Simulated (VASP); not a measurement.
# NaMg2Si2 (P6/mmm) in VASP: a series of runs

Runs on NaMg2Si2. Level: PBE. Tasks: single point, relaxation of cell and atoms.

Program: VASP 6.6.1. These are calculated values, not measurements. Logs are shortened: lines on timing, memory, paths and dates and some standing lists are left out, and cuts for length are marked.

**1. The cell of the first run**

The structure is hexagonal, space group P6/mmm (No. 191). Conventional cell: a = 5.357 Å, b = 5.357 Å, c = 5.151 Å, α = 90.00°, β = 90.00°, γ = 120.00°. Within 4.1 Å of Na (site symmetry 6/mmm) lie 6 Mg at 3.09 Å and 12 Si at 4.02 Å. Within 3.4 Å of Mg (site symmetry -6m2) lie 2 Si at 2.58 Å and 3 Mg at 3.09 Å and 3 Na at 3.09 Å. Within 3.4 Å of Si (site symmetry -6m2) lie 2 Mg at 2.58 Å and 3 Si at 3.09 Å.

**2. Single point, PBE**

Input file INCAR:

```
ALGO = Normal
EDIFF = 1E-6
ENCUT = 520
GGA = PE
ISIF = 2
ISMEAR = 0
LASPH = True
LCHARG = False
LREAL = False
LWAVE = False
NBANDS = 18
NELM = 100
PREC = Accurate
SIGMA = 0.1
```

Input file KPOINTS:

```
k-points
0
Gamma
  6 6 4
```

Input file POSCAR:

```
NaMg2Si2
1.0
    5.3566272018      0.0000000032      0.0000000000
   -2.6783136037      4.6389752337      0.0000000000
    0.0000000000      0.0000000000      5.1509054190
Na Mg Si
1 2 2
Direct
    0.0000000000      0.0000000000      0.5000000000
    0.3333333333      0.6666666667      0.5000000000
    0.6666666667      0.3333333333      0.5000000000
    0.3333333333      0.6666666667      0.0000000000
    0.6666666667      0.3333333333      0.0000000000
```

Potentials or basis: VASP PAW PBE potentials, release 64 (Na_pv, Mg, Si).

The run is started by

```console
$ cat potpaw_PBE.64/Na_pv/POTCAR potpaw_PBE.64/Mg/POTCAR potpaw_PBE.64/Si/POTCAR > POTCAR
$ mpirun -np 1 vasp_std > vasp.out
```

OUTCAR:

```text
EDIFF = 1E-6
   ENCUT = 520
   GGA = PE
   ISIF = 2
   ISMEAR = 0
   LASPH = True
   LREAL = False
   NELM = 100
   PREC = Accurate

 ion  position               nearest neighbor table
   1  0.000  0.000  0.500-   2 3.09   3 3.09   2 3.09   3 3.09   3 3.09   2 3.09
   2  0.333  0.667  0.500-   4 2.58   4 2.58   3 3.09   3 3.09   1 3.09   1 3.09   1 3.09   3 3.09

   3  0.667  0.333  0.500-   5 2.58   5 2.58   2 3.09   2 3.09   1 3.09   1 3.09   1 3.09   2 3.09

   4  0.333  0.667  0.000-   2 2.58   2 2.58   5 3.09   5 3.09   5 3.09
   5  0.667  0.333  0.000-   3 2.58   3 2.58   4 3.09   4 3.09   4 3.09

  LATTYP: Found a hexagonal cell.
 ALAT       =     5.3566272018
 C/A-ratio  =     0.9615949038

  Lattice vectors:

 A1 = (   5.3566272018,   0.0000000032,   0.0000000000)
 A2 = (  -2.6783136037,   4.6389752337,   0.0000000000)
 A3 = (   0.0000000000,   0.0000000000,   5.1509054190)

Analysis of symmetry for initial positions (statically):
=====================================================================
 Subroutine PRICEL returns:
 Original cell was already a primitive cell.

 Routine SETGRP: Setting up the symmetry group for a
 hexagonal supercell.

 Subroutine GETGRP returns: Found 24 space group operations
 (whereof 24 operations were pure point group operations)
 out of a pool of 24 trial point group operations.

The static configuration has the point symmetry D_6h.

Analysis of symmetry for dynamics (positions and initial velocities):
=====================================================================
 Subroutine PRICEL returns:
 Original cell was already a primitive cell.

 Routine SETGRP: Setting up the symmetry group for a
 hexagonal supercell.

 Subroutine GETGRP returns: Found 24 space group operations
 (whereof 24 operations were pure point group operations)
 out of a pool of 24 trial point group operations.

The dynamic configuration has the point symmetry D_6h.

 Subroutine INISYM returns: Found 24 space group operations
 (whereof 24 operations are pure point group operations),
 and found     1 'primitive' translations

----------------------------------------------------------------------------------------

                                     Primitive cell

  volume of cell :     127.9962

  direct lattice vectors                    reciprocal lattice vectors
     5.356627202  0.000000003  0.000000000     0.186684636  0.107782425  0.000000000
    -2.678313604  4.638975234  0.000000000    -0.000000000  0.215564850  0.000000000
     0.000000000  0.000000000  5.150905419     0.000000000  0.000000000  0.194140626

  length of vectors
     5.356627202  5.356627202  5.150905419     0.215564850  0.215564850  0.194140626

  position of ions in fractional coordinates (direct lattice)
     0.000000000  0.000000000  0.500000000
     0.333333333  0.666666667  0.500000000
     0.666666667  0.333333333  0.500000000
     0.333333333  0.666666667  0.000000000
     0.666666667  0.333333333  0.000000000

  ion indices of the primitive-cell ions
   primitive index   ion index
                 1           1
                 2           2
                 3           3
                 4           4
                 5           5

----------------------------------------------------------------------------------------

 KPOINTS: k-points

Automatic generation of k-mesh.
 Grid dimensions read from file:
 generate k-points for:    6    6    4

 Generating k-lattice:

  Cartesian coordinates                     Fractional coordinates (reciprocal lattice)
     0.031114106  0.017963738  0.000000000     0.166666667  0.000000000  0.000000000
    -0.000000000  0.035927475  0.000000000    -0.000000000  0.166666667  0.000000000
     0.000000000  0.000000000  0.048535156     0.000000000  0.000000000  0.250000000

  Length of vectors
     0.035927475  0.035927475  0.048535156

  Shift w.r.t. Gamma in fractional coordinates (k-lattice)
     0.000000000  0.000000000  0.000000000

 Subroutine IBZKPT returns following result:
 ===========================================

 Found     21 irreducible k-points:

 Following reciprocal coordinates:
            Coordinates               Weight
  0.000000  0.000000  0.000000      1.000000
  0.166667 -0.000000  0.000000      6.000000
  0.333333 -0.000000  0.000000      6.000000
  0.500000 -0.000000  0.000000      3.000000
  0.166667  0.166667  0.000000      6.000000
  0.333333  0.166667  0.000000     12.000000
[... 13 lines left out ...]
  0.333333  0.166667  0.500000     12.000000
  0.333333  0.333333  0.500000      2.000000
   k-points           NKPTS =     21   k-points in BZ     NKDIM =     21   number of bands    NBANDS=     18
   number of dos      NEDOS =    301   number of ions     NIONS =      5
   total plane-waves  NPLWV =  64000
   dimension x,y,z NGX =    40 NGY =   40 NGZ =   40
   dimension x,y,z NGXF=    80 NGYF=   80 NGZF=   80
   ions per type =               1   2   2
   NGX,Y,Z   is equivalent  to a cutoff of  12.41, 12.41, 12.91 a.u.
   NGXF,Y,Z  is equivalent  to a cutoff of  24.83, 24.83, 25.82 a.u.
 SYSTEM =  unknown system
   PREC   = accura    normal or accurate (medium, high low for compatibility)
   ISTART =      0    job   : 0-new  1-cont  2-samecut
   ICHARG =      2    charge: 1-file 2-atom 10-const
   ISPIN  =      1    spin polarized calculation?
   LNONCOLLINEAR =      F non collinear calculations
   LSORBIT =      F    spin-orbit coupling
   LASPH  =      T    aspherical Exc in radial PAW
   ENCUT  =  520.0 eV  38.22 Ry    6.18 a.u.   9.96  9.96  9.58*2*pi/ulx,y,z
   NELM   =    100;   NELMIN=  2; NELMDL= -5     # of ELM steps
   EDIFF  = 0.1E-05   stopping-criterion for ELM
   LREAL  =      F    real-space projection
   EDIFFG = 0.1E-04   stopping-criterion for IOM
   NSW    =      0    number of steps for IOM
   IBRION =     -1    ionic relax: 0-MD 1-quasi-New 2-CG
   NFREE  =      0    steps in history (QN), initial steepest desc. (CG)
   ISIF   =      2    stress and relaxation
   ISYM   =      2    0-nonsym 1-usesym 2-fastsym
   POTIM  = 0.5000    time-step for ionic-motion
   TEBEG  =    0.0;   TEEND  =   0.0 temperature during run
   PSTRESS=    0.0 pullay stress
   NELECT =      19.0000    total number of electrons
   NUPDOWN=      -1.0000    fix difference up-down
   EMIN   =  10.00;   EMAX   =-10.00  energy-range for DOS
   EFERMI =   0.00;   METHOD = LEGACY
   ISMEAR =     0;   SIGMA  =   0.10  broadening in eV -4-tet -1-fermi 0-gaus
   EFERMI_NEDOS =   21; number of points for ismear=-14 and -15
   IALGO  =     38    algorithm
   IMIX   =      4    mixing-type and parameters
     AMIX     =   0.40;   BMIX     =  1.00
     AMIX_MAG =   1.60;   BMIX_MAG =  1.00
  volume/ion in A,a.u.               =      25.60       172.75
  Fermi-wavevector in a.u.,A,eV,Ry     =   0.866816  1.638045 10.223014  0.751370
  Thomas-Fermi vector in A             =   1.985260
   LORBIT       =      0    0 simple, 1 ext, 2 COOP (PROOUT), +10 PAW based schemes
   GGA     = PE    functional components
   LHFCALC =     F    Hartree Fock is set to
   AEXX    =    0.0000 exact exchange contribution
   IVDW    =     0    specifies the selected vdW correction
   LEPSILON=     F    determine dielectric tensor
   LRPA    =     F    only Hartree local field effects (RPA)
 non-spin polarized calculation
 Gauss-broadening in eV      SIGMA  =   0.10
  energy-cutoff  :      520.00
  volume of cell :      128.00
 maximum number of plane-waves:      3480
 NGX is ok and might be reduce to    40
   NGX = 19   NGY = 19   NGZ = 19

 number of electron      19.0000001 magnetization

 Free energy of the ion-electron system (eV)
  ---------------------------------------------------
  ext. energy  EPLUGINS =         0.00000000
  ---------------------------------------------------
  free energy    TOTEN  =       -12.34052727 eV

  energy without entropy =      -12.32051302  energy(sigma->0) =      -12.33052014

 E-fermi :   2.7150     XC(G=0):  -8.1522

 val. band max:        2.7091301875   @ k =   0.1667  -0.0000   0.2500
 cond. band min:       2.7272626219   @ k =   0.1667   0.1667   0.2500
 fundamental gap:      0.0181324343
 Fermi energy:         2.7150010150

 k-point     1 :       0.0000    0.0000    0.0000
  band No.  band energies     occupation
      1     -22.2234      2.00000
      2     -22.2234      2.00000
      3     -22.1668      2.00000
      4      -6.2193      2.00000
      5      -2.4420      2.00000
      6      -0.1071      2.00000
[... 10 lines left out ...]
     17       7.5429      0.00000
     18       7.5447      0.00000

 k-point     2 :       0.1667   -0.0000    0.0000
  band No.  band energies     occupation
      1     -22.2236      2.00000
      2     -22.2235      2.00000
      3     -22.1668      2.00000
      4      -6.0776      2.00000
      5      -2.9137      2.00000
      6       0.0200      2.00000
[... 10 lines left out ...]
     17       7.3311      0.00000
     18       7.4055      0.00000

 k-point     3 :       0.3333   -0.0000    0.0000
  band No.  band energies     occupation
      1     -22.2239      2.00000
      2     -22.2235      2.00000
      3     -22.1668      2.00000
      4      -5.6843      2.00000
      5      -3.7889      2.00000
      6       0.1906      2.00000
[... 10 lines left out ...]
     17       6.9316      0.00000
     18       8.4598      0.00000

 k-point     4 :       0.5000   -0.0000    0.0000
  band No.  band energies     occupation
      1     -22.2241      2.00000
      2     -22.2236      2.00000
      3     -22.1668      2.00000
      4      -5.3230      2.00000
      5      -4.3430      2.00000
      6       0.0640      2.00000
[... 312 lines left out ...]
      4      -5.3911      2.00000
      5      -3.2291      2.00000
      6      -2.3324      2.00000
[... 10 lines left out ...]
     17       7.4748      0.00000
     18       8.5592      0.00000

 k-point    20 :       0.3333    0.1667    0.5000
  band No.  band energies     occupation
      1     -22.2240      2.00000
      2     -22.2236      2.00000
      3     -22.1671      2.00000
      4      -4.9552      2.00000
      5      -3.9388      2.00000
      6      -1.7538      2.00000
[... 10 lines left out ...]
     17       8.1119      0.00000
     18       8.2274      0.00000

 k-point    21 :       0.3333    0.3333    0.5000
  band No.  band energies     occupation
      1     -22.2239      2.00000
      2     -22.2238      2.00000
      3     -22.1671      2.00000
      4      -4.4802      2.00000
      5      -4.4802      2.00000
      6      -1.1737      2.00000
[... 10 lines left out ...]
     17       8.2755      0.00000
     18       8.2756      0.00000

------------------------ aborting loop because EDIFF is reached ----------------------------------------

  FORCE on cell =-STRESS in cart. coord.  units (eV):
  Direction    XX          YY          ZZ          XY          YZ          ZX
  --------------------------------------------------------------------------------------
  -------------------------------------------------------------------------------------
  Total        0.2284335      0.2284335      0.0353431     -0.0000000     -0.0000000      0.0000000
  in kB        2.8593889      2.8593889      0.4424033     -0.0000000     -0.0000000      0.0000000
  external PRESSURE =       2.0537270 kB  Pullay stress =       0.0000000 kB

 VOLUME and BASIS-vectors are now :
 -----------------------------------------------------------------------------
  energy-cutoff  :      520.00
  volume of cell :      128.00
      direct lattice vectors                 reciprocal lattice vectors
     5.356627202  0.000000003  0.000000000     0.186684636  0.107782425  0.000000000
    -2.678313604  4.638975234  0.000000000    -0.000000000  0.215564850  0.000000000
     0.000000000  0.000000000  5.150905419     0.000000000  0.000000000  0.194140626

 POSITION                                       TOTAL-FORCE (eV/Angst)
 -----------------------------------------------------------------------------------
      0.00000      0.00000      2.57545         0.000000      0.000000     -0.000000
     -0.00000      3.09265      2.57545         0.000000     -0.000000      0.000000
      2.67831      1.54633      2.57545        -0.000000     -0.000000     -0.000000
     -0.00000      3.09265      0.00000         0.000000     -0.000000     -0.000000
      2.67831      1.54633      0.00000        -0.000000      0.000000     -0.000000
 -----------------------------------------------------------------------------------
    total drift:                               -0.000000     -0.000000     -0.000000

  FREE ENERGIE OF THE ION-ELECTRON SYSTEM (eV)
  ---------------------------------------------------
  free  energy   TOTEN  =       -12.3405272716 eV

  energy  without entropy=      -12.3205130169  energy(sigma->0) =      -12.33052014
```

It took 38 s on 1 thread of Intel Xeon Platinum 8259CL at 2.50GHz (Skylake/Cascade Lake), shared host; peak memory 0.25 GiB.

What came out:

| Item | Value |
| --- | --- |
| Free energy | -12.3405 eV |
| Pressure | 0.2 GPa |

**3. Relaxation of cell and atoms, PBE**

This run uses another cell than the first one, of 18.31 Å³/atom, 0.715 times its volume.

Input file INCAR:

```
SYSTEM = NaMg2Si2
PREC     = Accurate       ! precision mode
ENCUT    = 600            ! plane-wave cutoff, eV
EDIFF    = 1E-7           ! SCF threshold, eV
ISMEAR   = 0              ! smearing method
SIGMA    = 0.1            ! smearing width, eV
LREAL    = .FALSE.        ! projectors in reciprocal space
LASPH    = .TRUE.         ! aspherical terms in the spheres
NELM     = 100            ! most SCF steps
ALGO     = Normal         ! electronic algorithm
ISIF     = 3              ! what is computed and relaxed
LWAVE    = .FALSE.        ! write WAVECAR
LCHARG   = .FALSE.        ! write CHGCAR
GGA      = PE             ! functional
IBRION   = 2              ! ionic algorithm
NSW      = 90             ! ionic steps
EDIFFG   = -0.04          ! ionic threshold
```

Input file KPOINTS:

```
regular mesh
0
G
  6 6 4
  0 0 0
```

Input file POSCAR:

```
NaMg2Si2
1.0
    4.8184381900      0.0000000000      0.0000000000
   -2.4092191000      4.1728898800      0.0000000000
    0.0000000000      0.0000000000      4.5525902200
Na Mg Si
1 2 2
Direct
    0.0000000000      0.0000000000      0.5000000000
    0.3333333300      0.6666666700      0.5000000000
    0.6666666700      0.3333333300      0.5000000000
    0.3333333300      0.6666666700      0.0000000000
    0.6666666700      0.3333333300      0.0000000000
```

Potentials or basis: VASP PAW PBE potentials, release 64 (Na_pv, Mg, Si).

The run is started by

```console
$ cat potpaw_PBE.64/Na_pv/POTCAR potpaw_PBE.64/Mg/POTCAR potpaw_PBE.64/Si/POTCAR > POTCAR
$ mpirun -np 1 vasp_std > vasp.out
```

It took 3.3 min on 1 thread of Intel Xeon Platinum 8259CL at 2.50GHz (Skylake/Cascade Lake), shared host; peak memory 0.26 GiB.

The run converged. Its results:

```
Free energy                            : -12.3396 eV
Relaxed volume                         : 25.96 Å³/atom
Relaxed cell                           : a = 5.398 Å, b = 5.398 Å, c = 5.145 Å, α = 90.00°, β = 90.00°, γ = 120.00°
Space group after relaxing (to 0.05 Å) : P6/mmm (No. 191)
Energy gained by relaxing              : 387.1 meV/atom
Ionic steps                            : 10
Pressure after relaxing                : -0.1 GPa
```

Stress tensor (GPa, compression positive):
```
-0.12  0.00  0.00
 0.00 -0.12  0.00
 0.00  0.00  0.02
```

The path:
| step | energy change (eV) | largest force (eV/Å) | pressure (GPa) | volume (Å³) |
| --- | --- | --- | --- | --- |
| 1 | 0.0000 | 0.0000 | 21.19 | 91.54 |
| 2 | -1.7382 | 0.0000 | -0.76 | 126.81 |
| 3 | -1.7846 | 0.0000 | 1.86 | 117.80 |
| 4 | -1.7890 | 0.0000 | 1.23 | 119.69 |
| 5 | -1.7886 | 0.0000 | 1.40 | 119.08 |
| 6 | -1.8700 | 0.0000 | 0.59 | 123.11 |
| 7 | -1.9271 | 0.0000 | -0.28 | 128.96 |
| 8 | -1.9316 | 0.0000 | -0.52 | 131.15 |
| 9 | -1.9351 | 0.0000 | 0.09 | 129.34 |
| 10 | -1.9357 | 0.0000 | -0.07 | 129.81 |

Final structure:
```
Na Mg Si
1.0
     5.39754    0.00000    0.00000
    -2.69877    4.67441    0.00000
     0.00000    0.00000    5.14498
Na Mg Si
1 2 2
Direct
  0.00000 0.00000 0.50000
  0.33333 0.66667 0.50000
  0.66667 0.33333 0.50000
  0.33333 0.66667 0.00000
  0.66667 0.33333 0.00000
```

Levels at points of the mesh, in eV from the Fermi level:
| k point | band 5 | band 6 | band 7 | band 8 | band 9 | band 10 | band 11 | band 12 | band 13 |
| --- | --- | --- | --- | --- | --- | --- | --- | --- | --- |
| (0.00, 0.00, 0.00) | -5.25 | -2.79 | -2.40 | -1.99 | -1.99 | 0.20 | 0.38 | 0.38 | 3.09 |
| (0.50, 0.00, 0.00) | -7.07 | -2.64 | -2.08 | -2.01 | -1.17 | -1.11 | 0.20 | 2.26 | 2.27 |
| (0.00, 0.00, 0.50) | -5.50 | -5.00 | -1.50 | -1.50 | -0.94 | 0.81 | 0.81 | 1.16 | 1.16 |
| (0.50, 0.00, 0.50) | -6.69 | -4.39 | -3.49 | -2.08 | -1.05 | -0.11 | 0.22 | 2.47 | 2.91 |

Caveat: the volume moved by over 15 % at a fixed basis, so the end points are rough.
